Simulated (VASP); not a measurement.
TiAl3, 4 atoms in the cell. It takes space group Immm (No. 71, orthorhombic). Conventional cell: a = 3.363 Å, b = 3.917 Å, c = 8.484 Å, α = 90.00°, β = 90.00°, γ = 90.00°. Within 3.4 Å of Ti (site symmetry mmm) lie 12 Al at 2.58 to 2.89 Å and 2 Ti at 3.36 Å. Within 3.4 Å of Al (site symmetry mmm) lie 4 Ti at 2.58 Å and 10 Al at 2.71 to 3.36 Å. Al (site symmetry mm2) has 10 Al at 2.58 to 3.36 Å and 4 Ti at 2.71 to 2.89 Å within 3.4 Å.  This cell differs from its parent crystal: normal strain along x -0.1100, normal strain along y +0.0367.

| Quantity | Value |
| --- | --- |
| Program | VASP 6.6.1 |
| Task | single point |
| Functional | LDA |
| Potentials or basis | VASP PAW LDA potentials, release 64 (Ti_sv, Al) |
| Cutoff | 520 eV |
| k mesh | 14 × 14 × 14 |
| Occupations | gaussian, width 0.15 eV |
| Spin | no spin polarisation |
| Dipole correction | no |
| Further INCAR settings | ALGO = Fast; EDIFF = 1e-06; NBANDS = 18 |

Potentials or basis: VASP PAW LDA potentials, release 64 (Ti_sv, Al).

Run with:

```bash
$ cat potpaw_LDA.64/Ti_sv/POTCAR potpaw_LDA.64/Al/POTCAR > POTCAR
$ mpirun -np 1 vasp_std > vasp.out
```

Hardware: 1 thread of Intel(R) Xeon(R) Platinum 8488C (Sapphire Rapids), with other jobs on the host.

Question: Estimate the wall time of this run.

Answer: It took 23 min on 1 thread of Intel(R) Xeon(R) Platinum 8488C (Sapphire Rapids), with other jobs on the host, peak memory 0.51 GiB. Counts: scf iterations 23, k points 428.
